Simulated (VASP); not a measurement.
Set up this calculation in VASP 6.6.1, as the native input.

* Task: single point
* Functional: r2SCAN
* Potentials or basis: VASP PAW PBE potentials, release 64 (Sn_d, O)
* Cutoff: 520 eV
* k mesh: 8 × 8 × 8
* Occupations: fermi-dirac, width 0.02 eV
* Spin: no spin polarisation
* Dipole correction: no
* Further INCAR settings: ALGO = Normal; EDIFF = 1e-07; NBANDS = 17

Crystal: SnO.

```
CELL_PARAMETERS angstrom
0.00000 2.56209 2.56209
2.56209 0.00000 2.56209
2.56209 2.56209 0.00000
ATOMIC_POSITIONS crystal
Sn 0.00000 0.00000 0.00000
O 0.50000 0.50000 0.50000
```

This cell differs from its parent crystal: volume changed by +3%.

These files were run (other wordings do the same):

POSCAR

```
SnO
1.0
    0.0000000000      2.5620934363      2.5620934363
    2.5620934363      0.0000000000      2.5620934363
    2.5620934363      2.5620934363      0.0000000000
Sn O
1 1
Direct
    0.0000000000      0.0000000000      0.0000000000
    0.5000000000      0.5000000000      0.5000000000
```

INCAR.step1

```
PREC = Accurate
ENCUT = 520
ISMEAR = -1
SIGMA = 0.02
LREAL = False
LASPH = True
NELM = 60
NBANDS = 17
GGA = PE
ALGO = Normal
EDIFF = 1E-4
LWAVE = True
LCHARG = False
```

INCAR.step2

```
PREC = Accurate
ENCUT = 520
EDIFF = 1E-7
ISMEAR = -1
SIGMA = 0.02
LREAL = False
LASPH = True
NELM = 60
ALGO = Normal
ISIF = 2
LWAVE = False
LCHARG = False
METAGGA = R2SCAN
LMIXTAU = True
NBANDS = 17
ISTART = 1
```

KPOINTS

```
regular mesh
0
Gamma
  8 8 8
```

Potentials or basis: VASP PAW PBE potentials, release 64 (Sn_d, O).

Launch:

```console
$ cat potpaw_PBE.64/Sn_d/POTCAR potpaw_PBE.64/O/POTCAR > POTCAR
$ cp INCAR.step1 INCAR
$ mpirun -np 1 vasp_std > vasp.out
$ cp INCAR.step2 INCAR
$ mpirun -np 1 vasp_std > vasp.out
```

Results of the run:

```json
{
 "Pressure": "-2.7 GPa",
 "Band gap on the k mesh": "0.99 eV, direct"
}
```

Caveat: the PAW data sets were made with another functional, which shifts forces and pressure a little; spin-orbit coupling is left out, which moves the levels of the heavy elements.

It took 42 s on 1 thread of Intel(R) Xeon(R) 6975P-C (Granite Rapids), on a shared host, peak memory 0.16 GiB.
